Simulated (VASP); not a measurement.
**BN: electric field gradients with r2SCAN**

Crystal: BN.

```
B N
1.0
     2.50164    0.00000    0.00000
    -1.25082    2.16648    0.00000
     0.00000    0.00000    7.36932
B N
2 2
Direct
  0.66667 0.33333 0.75000
  0.33333 0.66667 0.25000
  0.00000 0.00000 0.75000
  0.00000 0.00000 0.25000
```

* Program: VASP 6.6.1
* Task: electric field gradients
* Functional: r2SCAN
* Potentials or basis: VASP PAW PBE potentials, release 64 (B, N)
* Cutoff: 520 eV
* k mesh: 14 × 14 × 4
* Occupations: fermi-dirac, width 0.02 eV
* Spin: no spin polarisation
* Dipole correction: no
* Further INCAR settings: ALGO = Normal; EDIFF = 1e-08; NBANDS = 16

- Pressure: 0.0 GPa
- Band gap on the k mesh: 4.41 eV, indirect (least direct gap 4.93 eV)

Stress tensor (GPa, compression positive):
```
 0.01  0.00  0.00
 0.00  0.01  0.00
 0.00  0.00 -0.10
```

Levels at points of the mesh, in eV from the valence-band top:
```tsv
k point	band 6	band 7	band 8	band 9	band 10	band 11
(0.00, 0.00, 0.00)	-1.59	-1.57	-1.57	4.77	9.35	12.11
(0.50, 0.00, 0.00)	-4.50	-1.46	-0.80	4.41	6.13	9.88
(0.00, 0.00, 0.50)	-1.58	-1.58	-1.58	6.68	6.68	12.15
(0.50, 0.00, 0.50)	-4.51	-1.14	-1.14	5.13	5.13	10.26
```

Electric field gradients, principal values (V/Å²):
| atom | least | middle | greatest (by size) |
| --- | --- | --- | --- |
| 1 B | -18.706 | -18.706 | 37.412 |
| 2 B | -18.706 | -18.706 | 37.412 |
| 3 N | -1.043 | -1.045 | 2.088 |
| 4 N | -1.043 | -1.045 | 2.088 |

It used 400 s of CPU time on 1 thread of AMD EPYC 7R13 Processor (Zen 3) (shared host).

Caveat: without QUAD_EFG the Cq values of the log hold for a quadrupole moment of 1 mb, not for the nuclei; the PAW data sets were made with another functional, which shifts forces and pressure a little. A k mesh can miss the band edges.
